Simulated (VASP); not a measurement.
# MoW3 (Fm-3m) in VASP: a series of runs, part 2 of 2

VASP 6.6.1. Earlier steps stand in the parts before.

## 3. Relaxation of cell and atoms, PBE

This run uses another cell than the first one, of 16.04 Å³/atom.

Contents of INCAR:

```
SYSTEM = MoW3
PREC = Accurate ; ENCUT = 600
EDIFF = 1E-6 ; ISMEAR = 0
SIGMA = 0.1 ; LREAL = .False.
LASPH = .True. ; NELM = 100
ALGO = Normal ; ISIF = 3
LWAVE = .False. ; LCHARG = .False.
GGA = PE ; IBRION = 2
NSW = 90 ; EDIFFG = -0.04
```

Contents of KPOINTS:

```
Automatic mesh
0
Gamma
  6 6 6
  0 0 0
```

Contents of POSCAR:

```
MoW3
1.0
    0.0000000000      3.1772743207      3.1772743207
    3.1772743207      0.0000000000      3.1772743207
    3.1772743207      3.1772743207      0.0000000000
Mo W
1 3
Direct
    0.0000000000      0.0000000000      0.0000000000
    0.7500000000      0.7500000000      0.7500000000
    0.5000000000      0.5000000000      0.5000000000
    0.2500000000      0.2500000000      0.2500000000
```

Potentials or basis: VASP PAW PBE potentials, release 64 (Mo_sv, W_sv).

Run with:

```
cat potpaw_PBE.64/Mo_sv/POTCAR potpaw_PBE.64/W_sv/POTCAR > POTCAR
mpirun -np 1 vasp_std > vasp.out
```

OUTCAR:

```text
SYSTEM = MoW3
   PREC = Accurate
   ENCUT = 600
   EDIFF = 1E-6
   ISMEAR = 0
   LREAL = .False.
   LASPH = .True.
   NELM = 100
   ISIF = 3
   GGA = PE
   IBRION = 2
   NSW = 90
   EDIFFG = -0.04

 ion  position               nearest neighbor table
   1  0.000  0.000  0.000-   2 2.75   2 2.75   2 2.75   4 2.75   4 2.75   4 2.75   4 2.75   2 2.75
                             3 3.18   3 3.18   3 3.18   3 3.18   3 3.18   3 3.18
   2  0.750  0.750  0.750-   3 2.75   3 2.75   3 2.75   1 2.75   1 2.75   1 2.75   3 2.75   1 2.75
                             4 3.18   4 3.18   4 3.18   4 3.18   4 3.18   4 3.18
   3  0.500  0.500  0.500-   4 2.75   4 2.75   4 2.75   2 2.75   2 2.75   2 2.75   4 2.75   2 2.75
                             1 3.18   1 3.18   1 3.18   1 3.18   1 3.18   1 3.18
   4  0.250  0.250  0.250-   1 2.75   1 2.75   1 2.75   3 2.75   3 2.75   3 2.75   3 2.75   1 2.75
                             2 3.18   2 3.18   2 3.18   2 3.18   2 3.18   2 3.18

  LATTYP: Found a face centered cubic cell.
 ALAT       =     6.3545486414

  Lattice vectors:

 A1 = (   0.0000000000,   3.1772743207,   3.1772743207)
 A2 = (   3.1772743207,   0.0000000000,   3.1772743207)
 A3 = (   3.1772743207,   3.1772743207,   0.0000000000)

Analysis of symmetry for initial positions (statically):
=====================================================================
 Subroutine PRICEL returns:
 Original cell was already a primitive cell.

 Routine SETGRP: Setting up the symmetry group for a
 face centered cubic supercell.

 Subroutine GETGRP returns: Found 48 space group operations
 (whereof 48 operations were pure point group operations)
 out of a pool of 48 trial point group operations.

The static configuration has the point symmetry O_h .

Analysis of symmetry for dynamics (positions and initial velocities):
=====================================================================
 Subroutine PRICEL returns:
 Original cell was already a primitive cell.

 Routine SETGRP: Setting up the symmetry group for a
 face centered cubic supercell.

 Subroutine GETGRP returns: Found 48 space group operations
 (whereof 48 operations were pure point group operations)
 out of a pool of 48 trial point group operations.

The dynamic configuration has the point symmetry O_h .

 Subroutine INISYM returns: Found 48 space group operations
 (whereof 48 operations are pure point group operations),
 and found     1 'primitive' translations

----------------------------------------------------------------------------------------

                                     Primitive cell

  volume of cell :      64.1496

  direct lattice vectors                    reciprocal lattice vectors
     0.000000000  3.177274321  3.177274321    -0.157367589  0.157367589  0.157367589
     3.177274321  0.000000000  3.177274321     0.157367589 -0.157367589  0.157367589
     3.177274321  3.177274321  0.000000000     0.157367589  0.157367589 -0.157367589

  length of vectors
     4.493344436  4.493344436  4.493344436     0.272568660  0.272568660  0.272568660

  position of ions in fractional coordinates (direct lattice)
     0.000000000  0.000000000  0.000000000
     0.750000000  0.750000000  0.750000000
     0.500000000  0.500000000  0.500000000
     0.250000000  0.250000000  0.250000000

  ion indices of the primitive-cell ions
   primitive index   ion index
                 1           1
                 2           2
                 3           3
                 4           4

----------------------------------------------------------------------------------------

 KPOINTS: Automatic mesh

Automatic generation of k-mesh.
 Grid dimensions read from file:
 generate k-points for:    6    6    6

 Generating k-lattice:

  Cartesian coordinates                     Fractional coordinates (reciprocal lattice)
    -0.026227932  0.026227932  0.026227932     0.166666667  0.000000000  0.000000000
     0.026227932 -0.026227932  0.026227932     0.000000000  0.166666667  0.000000000
     0.026227932  0.026227932 -0.026227932     0.000000000  0.000000000  0.166666667

  Length of vectors
     0.045428110  0.045428110  0.045428110

  Shift w.r.t. Gamma in fractional coordinates (k-lattice)
     0.000000000  0.000000000  0.000000000

 Subroutine IBZKPT returns following result:
 ===========================================

 Found     16 irreducible k-points:

 Following reciprocal coordinates:
            Coordinates               Weight
  0.000000  0.000000  0.000000      1.000000
  0.166667  0.000000  0.000000      8.000000
  0.333333  0.000000  0.000000      8.000000
  0.500000  0.000000  0.000000      4.000000
  0.166667  0.166667  0.000000      6.000000
  0.333333  0.166667  0.000000     24.000000
[... 8 lines left out ...]
 -0.333333  0.333333  0.166667     24.000000
 -0.333333  0.500000  0.166667     12.000000
   k-points           NKPTS =     16   k-points in BZ     NKDIM =     16   number of bands    NBANDS=     33
   number of dos      NEDOS =    301   number of ions     NIONS =      4
   total plane-waves  NPLWV =  46656
   dimension x,y,z NGX =    36 NGY =   36 NGZ =   36
   dimension x,y,z NGXF=    72 NGYF=   72 NGZF=   72
   ions per type =               1   3
   NGX,Y,Z   is equivalent  to a cutoff of  13.32, 13.32, 13.32 a.u.
   NGXF,Y,Z  is equivalent  to a cutoff of  26.64, 26.64, 26.64 a.u.
 SYSTEM =  MoW3
   PREC   = accura    normal or accurate (medium, high low for compatibility)
   ISTART =      0    job   : 0-new  1-cont  2-samecut
   ICHARG =      2    charge: 1-file 2-atom 10-const
   ISPIN  =      1    spin polarized calculation?
   LNONCOLLINEAR =      F non collinear calculations
   LSORBIT =      F    spin-orbit coupling
   LASPH  =      T    aspherical Exc in radial PAW
   ENCUT  =  600.0 eV  44.10 Ry    6.64 a.u.   8.97  8.97  8.97*2*pi/ulx,y,z
   NELM   =    100;   NELMIN=  2; NELMDL= -5     # of ELM steps
   EDIFF  = 0.1E-05   stopping-criterion for ELM
   LREAL  =      F    real-space projection
   EDIFFG = -.4E-01   stopping-criterion for IOM
   NSW    =     90    number of steps for IOM
   IBRION =      2    ionic relax: 0-MD 1-quasi-New 2-CG
   NFREE  =      1    steps in history (QN), initial steepest desc. (CG)
   ISIF   =      3    stress and relaxation
   ISYM   =      2    0-nonsym 1-usesym 2-fastsym
   POTIM  = 0.5000    time-step for ionic-motion
   TEBEG  =    0.0;   TEEND  =   0.0 temperature during run
   PSTRESS=    0.0 pullay stress
   NELECT =      56.0000    total number of electrons
   NUPDOWN=      -1.0000    fix difference up-down
   EMIN   =  10.00;   EMAX   =-10.00  energy-range for DOS
   EFERMI =   0.00;   METHOD = LEGACY
   ISMEAR =     0;   SIGMA  =   0.10  broadening in eV -4-tet -1-fermi 0-gaus
   EFERMI_NEDOS =   21; number of points for ismear=-14 and -15
   IALGO  =     38    algorithm
   IMIX   =      4    mixing-type and parameters
     AMIX     =   0.40;   BMIX     =  1.00
     AMIX_MAG =   1.60;   BMIX_MAG =  1.00
  volume/ion in A,a.u.               =      16.04       108.23
  Fermi-wavevector in a.u.,A,eV,Ry     =   1.564610  2.956684 33.307127  2.448005
  Thomas-Fermi vector in A             =   2.667208
   LORBIT       =      0    0 simple, 1 ext, 2 COOP (PROOUT), +10 PAW based schemes
   GGA     = PE    functional components
   LHFCALC =     F    Hartree Fock is set to
   AEXX    =    0.0000 exact exchange contribution
   IVDW    =     0    specifies the selected vdW correction
   LEPSILON=     F    determine dielectric tensor
   LRPA    =     F    only Hartree local field effects (RPA)
 conjugate gradient relaxation of ions
 non-spin polarized calculation
 Gauss-broadening in eV      SIGMA  =   0.10
  energy-cutoff  :      600.00
  volume of cell :       64.15
 maximum number of plane-waves:      2164
   NGX = 17   NGY = 17   NGZ = 17

--------------------------------------- Ionic step        1  -------------------------------------------

 number of electron      56.0000007 magnetization

 Free energy of the ion-electron system (eV)
  ---------------------------------------------------
  ext. energy  EPLUGINS =         0.00000000
  ---------------------------------------------------
  free energy    TOTEN  =       -49.83190921 eV

  energy without entropy =      -49.82718243  energy(sigma->0) =      -49.82954582

------------------------ aborting loop because EDIFF is reached ----------------------------------------

  FORCE on cell =-STRESS in cart. coord.  units (eV):
  Direction    XX          YY          ZZ          XY          YZ          ZX
  --------------------------------------------------------------------------------------
  -------------------------------------------------------------------------------------
  Total        0.4193826      0.4193826      0.4193826     -0.0000000     -0.0000000     -0.0000000
  in kB       10.4743441     10.4743441     10.4743441     -0.0000000     -0.0000000     -0.0000000
  external PRESSURE =      10.4743441 kB  Pullay stress =       0.0000000 kB
[... 61 lines left out ...]
  energy  without entropy=      -49.8201174392  energy(sigma->0) =      -49.82236353

--------------------------------------- Ionic step        3  -------------------------------------------

 number of electron      56.0000007 magnetization

 Free energy of the ion-electron system (eV)
  ---------------------------------------------------
  ext. energy  EPLUGINS =         0.00000000
  ---------------------------------------------------
  free energy    TOTEN  =       -49.83263832 eV

  energy without entropy =      -49.82798000  energy(sigma->0) =      -49.83030916

 E-fermi :  11.4120     XC(G=0): -13.4780

 val. band max:       11.3951109022   @ k =  -0.1667   0.1667   0.0000
 cond. band min:      11.6082314227   @ k =   0.3333   0.1667   0.0000
 fundamental gap:      0.2131205205
 Fermi energy:        11.4120455482

 k-point     1 :       0.0000    0.0000    0.0000
  band No.  band energies     occupation
      1     -62.7471      2.00000
      2     -62.6921      2.00000
      3     -62.5192      2.00000
      4     -49.6453      2.00000
      5     -27.1141      2.00000
      6     -27.1141      2.00000
[... 596 lines left out ...]
  FREE ENERGIE OF THE ION-ELECTRON SYSTEM (eV)
  ---------------------------------------------------
  free  energy   TOTEN  =       -49.8326383164 eV

  energy  without entropy=      -49.8279800010  energy(sigma->0) =      -49.83030916

 reached required accuracy - stopping structural energy minimisation
```

Run time: 2.7 min. Hardware: 1 thread of Intel Xeon 8259CL, shared host; peak memory 0.23 GiB.

What came out:

- Free energy: -49.8326 eV
- Relaxed volume: 16.09 Å³/atom
- Relaxed cell: a = 4.499 Å, b = 4.499 Å, c = 4.499 Å, α = 60.00°, β = 60.00°, γ = 60.00°
- Space group after relaxing (to 0.1 Å): Fm-3m (No. 225)
- Energy gained by relaxing: 0.2 meV/atom
- Ionic steps: 3
- Pressure after relaxing: 0.0 GPa
- Band gap on the k mesh: zero (bands 28 and 29 overlap by 0.43 eV)

The path:
| step | energy change (eV) | largest force (eV/Å) | pressure (GPa) | volume (Å³) |
| --- | --- | --- | --- | --- |
| 1 | 0.0000 | 0.0000 | 1.05 | 64.15 |
| 2 | 0.0073 | 0.0000 | -3.35 | 65.13 |
| 3 | -0.0007 | 0.0000 | -0.02 | 64.37 |

Final structure:
```
CELL_PARAMETERS angstrom
0.00000 3.18097 3.18097
3.18097 0.00000 3.18097
3.18097 3.18097 0.00000
ATOMIC_POSITIONS crystal
Mo 0.00000 0.00000 0.00000
W 0.75000 0.75000 0.75000
W 0.50000 0.50000 0.50000
W 0.25000 0.25000 0.25000
```

Caveat: spin-orbit coupling is left out, which moves the levels of the heavy elements.

The gap in the log of VASP goes by the Fermi energy; the results here count the filled bands.